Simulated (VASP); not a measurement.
# Rh in VASP: a series of runs

Runs on Rh. Level: PBE. Tasks: single point.

All numbers are computed with VASP 6.6.1; they aren't measurements. Logs are shortened: lines on timing, memory, paths and dates and some standing lists are left out, and cuts for length are marked.

## 1. The cell of the first run

The cell holds a slab with vacuum, 3 atoms: a = 2.708 Å, b = 2.708 Å, c = 19.422 Å, α = 90.00°, β = 90.00°, γ = 120.00°.

## 2. Single point, PBE

INCAR

```
SYSTEM = Rh
PREC = Accurate
ENCUT = 520
EDIFF = 1E-7
ISMEAR = 0
SIGMA = 0.1
LREAL = .False.
LASPH = .True.
NELM = 60
ALGO = Normal
ISIF = 2
LWAVE = .False.
LCHARG = .False.
LDIPOL = .True.
IDIPOL = 3
DIPOL = 0.5 0.5 0.500
GGA = PE
NBANDS = 30
```

KPOINTS

```
Automatic mesh
0
Gamma
  15 15 1
  0 0 0
```

POSCAR

```
Rh
1.0
    2.7082034588      0.0000000000      0.0000000000
   -1.3541017294      2.3453729940      0.0000000000
    0.0000000000      0.0000000000     19.4224777292
Rh
3
Direct
    0.6666666667      0.3333333333      0.3861505264
    0.3333333333      0.6666666667      0.5000000000
    0.0000000000      0.0000000000      0.6138494736
```

Potentials or basis: VASP PAW PBE potentials, release 64 (Rh_pv).

Run with:

```console
cat potpaw_PBE.64/Rh_pv/POTCAR > POTCAR
mpirun -np 1 vasp_std > vasp.out
```

OUTCAR:

```text
SYSTEM = Rh
   PREC = Accurate
   ENCUT = 520
   EDIFF = 1E-7
   ISMEAR = 0
   LREAL = .False.
   LASPH = .True.
   NELM = 60
   ISIF = 2
   GGA = PE

 ion  position               nearest neighbor table
   1  0.667  0.333  0.386-   2 2.71   2 2.71   2 2.71
   2  0.333  0.667  0.500-   3 2.71   1 2.71   1 2.71   3 2.71   3 2.71   1 2.71
   3  0.000  0.000  0.614-   2 2.71   2 2.71   2 2.71

  LATTYP: Found a hexagonal cell.
 ALAT       =     2.7082034588
 C/A-ratio  =     7.1717203027

  Lattice vectors:

 A1 = (   2.7082034588,   0.0000000000,   0.0000000000)
 A2 = (  -1.3541017294,   2.3453729940,   0.0000000000)
 A3 = (   0.0000000000,   0.0000000000,  19.4224777292)

Analysis of symmetry for initial positions (statically):
=====================================================================
 Subroutine PRICEL returns:
 Original cell was already a primitive cell.

 Routine SETGRP: Setting up the symmetry group for a
 hexagonal supercell.

 Subroutine GETGRP returns: Found 12 space group operations
 (whereof  6 operations were pure point group operations)
 out of a pool of 24 trial point group operations.

The static configuration has the point symmetry C_3v.
 The point group associated with its full space group is D_3d.

Analysis of symmetry for dynamics (positions and initial velocities):
=====================================================================
 Subroutine PRICEL returns:
 Original cell was already a primitive cell.

 Routine SETGRP: Setting up the symmetry group for a
 hexagonal supercell.

 Subroutine GETGRP returns: Found 12 space group operations
 (whereof  6 operations were pure point group operations)
 out of a pool of 24 trial point group operations.

The dynamic configuration has the point symmetry C_3v.
 The point group associated with its full space group is D_3d.

 Subroutine INISYM returns: Found 12 space group operations
 (whereof  6 operations are pure point group operations),
 and found     1 'primitive' translations

----------------------------------------------------------------------------------------

                                     Primitive cell

  volume of cell :     123.3667

  direct lattice vectors                    reciprocal lattice vectors
     2.708203459  0.000000000  0.000000000     0.369248476  0.213185707  0.000000000
    -1.354101729  2.345372994  0.000000000     0.000000000  0.426371414  0.000000000
     0.000000000  0.000000000 19.422477729     0.000000000  0.000000000  0.051486737

  length of vectors
     2.708203459  2.708203459 19.422477729     0.426371414  0.426371414  0.051486737

  position of ions in fractional coordinates (direct lattice)
     0.666666667  0.333333333  0.386150526
     0.333333333  0.666666667  0.500000000
     0.000000000  0.000000000  0.613849474

  ion indices of the primitive-cell ions
   primitive index   ion index
                 1           1
                 2           2
                 3           3

----------------------------------------------------------------------------------------

 KPOINTS: Automatic mesh

Automatic generation of k-mesh.
 Grid dimensions read from file:
 generate k-points for:   15   15    1

 Generating k-lattice:

  Cartesian coordinates                     Fractional coordinates (reciprocal lattice)
     0.024616565  0.014212380  0.000000000     0.066666667 -0.000000000  0.000000000
     0.000000000  0.028424761  0.000000000     0.000000000  0.066666667  0.000000000
     0.000000000  0.000000000  0.051486737     0.000000000  0.000000000  1.000000000

  Length of vectors
     0.028424761  0.028424761  0.051486737

  Shift w.r.t. Gamma in fractional coordinates (k-lattice)
     0.000000000  0.000000000  0.000000000

 Subroutine IBZKPT returns following result:
 ===========================================

 Found     27 irreducible k-points:

 Following reciprocal coordinates:
            Coordinates               Weight
  0.000000  0.000000  0.000000      1.000000
  0.066667 -0.000000  0.000000      6.000000
  0.133333  0.000000  0.000000      6.000000
  0.200000  0.000000  0.000000      6.000000
  0.266667  0.000000  0.000000      6.000000
  0.333333  0.000000  0.000000      6.000000
[... 16 lines left out ...]
  0.333333  0.200000  0.000000     12.000000
  0.400000  0.200000  0.000000      6.000000
 [... further k-points ...]
   k-points           NKPTS =     27   k-points in BZ     NKDIM =     27   number of bands    NBANDS=     30
   number of dos      NEDOS =    301   number of ions     NIONS =      3
   total plane-waves  NPLWV =  57600
   dimension x,y,z NGX =    20 NGY =   20 NGZ =  144
   dimension x,y,z NGXF=    40 NGYF=   40 NGZF=  288
   ions per type =               3
   NGX,Y,Z   is equivalent  to a cutoff of  12.28, 12.28, 12.33 a.u.
   NGXF,Y,Z  is equivalent  to a cutoff of  24.55, 24.55, 24.65 a.u.
 SYSTEM =  Rh
   PREC   = accura    normal or accurate (medium, high low for compatibility)
   ISTART =      0    job   : 0-new  1-cont  2-samecut
   ICHARG =      2    charge: 1-file 2-atom 10-const
   ISPIN  =      1    spin polarized calculation?
   LNONCOLLINEAR =      F non collinear calculations
   LSORBIT =      F    spin-orbit coupling
   LASPH  =      T    aspherical Exc in radial PAW
   ENCUT  =  520.0 eV  38.22 Ry    6.18 a.u.   5.04  5.04 36.11*2*pi/ulx,y,z
   NELM   =     60;   NELMIN=  2; NELMDL= -5     # of ELM steps
   EDIFF  = 0.1E-06   stopping-criterion for ELM
   LREAL  =      F    real-space projection
   EDIFFG = 0.1E-05   stopping-criterion for IOM
   NSW    =      0    number of steps for IOM
   IBRION =     -1    ionic relax: 0-MD 1-quasi-New 2-CG
   NFREE  =      0    steps in history (QN), initial steepest desc. (CG)
   ISIF   =      2    stress and relaxation
   ISYM   =      2    0-nonsym 1-usesym 2-fastsym
   POTIM  = 0.5000    time-step for ionic-motion
   TEBEG  =    0.0;   TEEND  =   0.0 temperature during run
   PSTRESS=    0.0 pullay stress
   NELECT =      45.0000    total number of electrons
   NUPDOWN=      -1.0000    fix difference up-down
   EMIN   =  10.00;   EMAX   =-10.00  energy-range for DOS
   EFERMI =   0.00;   METHOD = LEGACY
   ISMEAR =     0;   SIGMA  =   0.10  broadening in eV -4-tet -1-fermi 0-gaus
   EFERMI_NEDOS =   21; number of points for ismear=-14 and -15
   IALGO  =     38    algorithm
   IMIX   =      4    mixing-type and parameters
     AMIX     =   0.40;   BMIX     =  1.00
     AMIX_MAG =   1.60;   BMIX_MAG =  1.00
  volume/ion in A,a.u.               =      41.12       277.51
  Fermi-wavevector in a.u.,A,eV,Ry     =   1.169714  2.210439 18.615914  1.368231
  Thomas-Fermi vector in A             =   2.306183
   LORBIT       =      0    0 simple, 1 ext, 2 COOP (PROOUT), +10 PAW based schemes
   GGA     = PE    functional components
   LHFCALC =     F    Hartree Fock is set to
   AEXX    =    0.0000 exact exchange contribution
   IVDW    =     0    specifies the selected vdW correction
   LEPSILON=     F    determine dielectric tensor
   LRPA    =     F    only Hartree local field effects (RPA)
 non-spin polarized calculation
 Gauss-broadening in eV      SIGMA  =   0.10
  energy-cutoff  :      520.00
  volume of cell :      123.37
 maximum number of plane-waves:      3351
   NGX = 11   NGY = 11   NGZ = 73

 dipolmoment           0.000000      0.000000      0.000000 electrons x Angstroem

 number of electron      45.0000003 magnetization

 dipolmoment           0.000000      0.000000     -0.000002 electrons x Angstroem

 Free energy of the ion-electron system (eV)
  ---------------------------------------------------
  ext. energy  EPLUGINS =         0.00000000
  ---------------------------------------------------
  free energy    TOTEN  =       -20.16129324 eV

  energy without entropy =      -20.13493303  energy(sigma->0) =      -20.14811313

 E-fermi :   0.6023     XC(G=0):  -5.7174

 val. band max:        0.5954811505   @ k =   0.4000   0.2000   0.0000
 cond. band min:       0.6074443111   @ k =   0.2000   0.0667   0.0000
 fundamental gap:      0.0119631605
 Fermi energy:         0.6022957921

 k-point     1 :       0.0000    0.0000    0.0000
  band No.  band energies     occupation
      1     -46.2605      2.00000
      2     -45.8825      2.00000
      3     -45.8825      2.00000
      4     -45.5889      2.00000
      5     -45.5000      2.00000
      6     -45.4390      2.00000
[... 22 lines left out ...]
     29       5.4055      0.00000
     30       5.8808      0.00000

 k-point     2 :       0.0667   -0.0000    0.0000
  band No.  band energies     occupation
      1     -46.2554      2.00000
      2     -45.9077      2.00000
      3     -45.8881      2.00000
      4     -45.5834      2.00000
      5     -45.5019      2.00000
      6     -45.4596      2.00000
[... 22 lines left out ...]
     29       5.5259      0.00000
     30       6.0236      0.00000

 k-point     3 :       0.1333    0.0000    0.0000
  band No.  band energies     occupation
      1     -46.2412      2.00000
      2     -45.9769      2.00000
      3     -45.9040      2.00000
      4     -45.5702      2.00000
      5     -45.5306      2.00000
      6     -45.5233      2.00000
[... 22 lines left out ...]
     29       5.8838      0.00000
     30       6.4512      0.00000

 k-point     4 :       0.2000    0.0000    0.0000
  band No.  band energies     occupation
      1     -46.2213      2.00000
      2     -46.0753      2.00000
      3     -45.9274      2.00000
      4     -45.6195      2.00000
      5     -45.6133      2.00000
      6     -45.5515      2.00000
[... 22 lines left out ...]
     29       6.4702      0.00000
     30       7.1553      0.00000

 k-point     5 :       0.2667    0.0000    0.0000
  band No.  band energies     occupation
      1     -46.2015      2.00000
      2     -46.1847      2.00000
      3     -45.9541      2.00000
      4     -45.7264      2.00000
      5     -45.7081      2.00000
      6     -45.5353      2.00000
[... 22 lines left out ...]
     29       7.2731      0.00000
     30       8.1040      0.00000
[... 526 lines left out ...]
     29       8.5457      0.00000
     30       9.5757      0.00000

 k-point    22 :       0.2667    0.2000    0.0000
  band No.  band energies     occupation
      1     -46.3132      2.00000
      2     -46.1685      2.00000
      3     -46.0863      2.00000
      4     -45.8534      2.00000
      5     -45.8082      2.00000
      6     -45.6292      2.00000
[... 22 lines left out ...]
     29       9.6666      0.00000
     30      10.6337      0.00000

 k-point    23 :       0.3333    0.2000    0.0000
  band No.  band energies     occupation
      1     -46.3439      2.00000
      2     -46.1632      2.00000
      3     -46.1194      2.00000
      4     -45.8822      2.00000
      5     -45.8329      2.00000
      6     -45.6604      2.00000
[... 22 lines left out ...]
     29       9.3181      0.00000
     30      10.4974      0.00000

 k-point    24 :       0.4000    0.2000    0.0000
  band No.  band energies     occupation
      1     -46.3543      2.00000
      2     -46.1615      2.00000
      3     -46.1315      2.00000
      4     -45.8916      2.00000
      5     -45.8417      2.00000
      6     -45.6716      2.00000
[... 22 lines left out ...]
     29       8.9422      0.00000
     30      10.3056      0.00000

 [... further k-points ...]

------------------------ aborting loop because EDIFF is reached ----------------------------------------

 vacuum level on the upper side and lower side of the slab       (xc-potential included)        -0.098        -0.098

  FORCE on cell =-STRESS in cart. coord.  units (eV):
  Direction    XX          YY          ZZ          XY          YZ          ZX
  --------------------------------------------------------------------------------------
  -------------------------------------------------------------------------------------
  Total       -2.5486791     -2.5486791     -2.1575448     -0.0000000      0.0000000      0.0000000
  in kB      -33.0999930    -33.0999930    -28.0202857     -0.0000000      0.0000000      0.0000000
  external PRESSURE =     -31.4067572 kB  Pullay stress =       0.0000000 kB

 VOLUME and BASIS-vectors are now :
 -----------------------------------------------------------------------------
  energy-cutoff  :      520.00
  volume of cell :      123.37
      direct lattice vectors                 reciprocal lattice vectors
     2.708203459  0.000000000  0.000000000     0.369248476  0.213185707  0.000000000
    -1.354101729  2.345372994  0.000000000     0.000000000  0.426371414  0.000000000
     0.000000000  0.000000000 19.422477729     0.000000000  0.000000000  0.051486737

 POSITION                                       TOTAL-FORCE (eV/Angst)
 -----------------------------------------------------------------------------------
      1.35410      0.78179      7.50000         0.000000     -0.000000      0.483382
     -0.00000      1.56358      9.71124         0.000000      0.000000     -0.000000
      0.00000      0.00000     11.92248        -0.000000      0.000000     -0.483382
 -----------------------------------------------------------------------------------
    total drift:                                0.000000      0.000000     -0.000352

  FREE ENERGIE OF THE ION-ELECTRON SYSTEM (eV)
  ---------------------------------------------------
  free  energy   TOTEN  =       -20.1612932354 eV

  energy  without entropy=      -20.1349330284  energy(sigma->0) =      -20.14811313

 vacuum level on the upper side and lower side of the slab         5.624         5.624
```

Run time: 2 min. Hardware: 1 thread of AMD EPYC 7R13 (Zen 3), shared host; peak memory 0.23 GiB.

What came out:

| Item | Value |
| --- | --- |
| Free energy | -20.1613 eV |
| Largest force | 0.483 eV/Å |

Forces on the atoms (eV/Å):
```
Rh   0.000  0.000  0.483
Rh   0.000  0.000  0.000
Rh   0.000  0.000 -0.483
```

## 3. Single point, PBE

This run uses another cell than the first one: it holds 16 atoms, not 3.

INCAR

```
  ALGO = Normal
  DIPOL = 0.5 0.5 0.499
  EDIFF = 1E-6
  ENCUT = 520
  GGA = PE
  IDIPOL = 3
  ISIF = 2
  ISMEAR = 0
  LASPH = T
  LCHARG = T
  LDIPOL = T
  LELF = T
  LREAL = Auto
  LVACPOTAV = T
  LVHAR = T
  LWAVE = F
  NBANDS = 134
  NELM = 60
  PREC = Accurate
  SIGMA = 0.1
```

KPOINTS

```
k-points
0
Gamma
  6 6 1
```

POSCAR

```
Rh
1.0
    5.4164069174      0.0000000000      0.0000000000
   -2.7082034587      4.6907459877      0.0000000000
    0.0000000000      0.0000000000     23.6337165935
Rh
16
Direct
    0.3333333333      0.1666666667      0.3596556626
    0.3333333333      0.6666666667      0.3596556626
    0.8333333333      0.1666666667      0.3596556626
    0.8333333333      0.6666666667      0.3596556626
    0.6666666667      0.3333333333      0.4532185542
    0.6666666667      0.8333333333      0.4532185542
    0.1666666667      0.3333333333      0.4532185542
    0.1666666667      0.8333333333      0.4532185542
    0.0000000000      0.5000000000      0.5448168053
    0.0000000000      0.0000000000      0.5448168053
    0.5000000000      0.5000000000      0.5448168053
    0.5000000000      0.0000000000      0.5448168053
    0.3333333333      0.6666666667      0.6369289824
    0.3333333333      0.1666666667      0.6369289824
    0.8333333333      0.6666666667      0.6369289824
    0.8333333333      0.1666666667      0.6369289824
```

Potentials or basis: VASP PAW PBE potentials, release 64 (Rh_pv).

Run with:

```console
cat potpaw_PBE.64/Rh_pv/POTCAR > POTCAR
mpirun -np 1 vasp_std > vasp.out
```

Run time: 13 min. Hardware: 1 thread of Intel Xeon 6975P-C (Granite Rapids), shared host; peak memory 0.77 GiB.

The run converged. Its results:

```yaml
Free_energy: -109.7626 eV
Largest_force: 0.251 eV/Å
Band_gap_on_the_k_mesh: zero (band 120 reaches 1.57 eV, above the bottom of band 121 at 0.61 eV)
```

Forces in eV/Å, atoms in the order of the input:
```
Rh   0.000  0.000  0.233
Rh   0.000  0.000  0.233
Rh   0.000  0.000  0.233
Rh   0.000  0.000  0.233
Rh   0.000  0.000 -0.251
Rh   0.000  0.000 -0.251
Rh   0.000  0.000 -0.251
Rh   0.000  0.000 -0.251
Rh   0.000  0.000  0.003
Rh   0.000  0.000  0.003
Rh   0.000  0.000  0.003
Rh   0.000  0.000  0.003
Rh   0.000  0.000  0.014
Rh   0.000  0.000  0.014
Rh   0.000  0.000  0.014
Rh   0.000  0.000  0.014
```

Levels at points of the mesh, in eV from the Fermi level:
```tsv
k point	band 120	band 121	band 122	band 123	band 124	band 125
(0.00, 0.00, 0.00)	0.45	0.48	0.48	0.48	0.68	0.68
(0.50, 0.00, 0.00)	-0.65	-0.51	-0.51	-0.05	-0.05	0.15
```
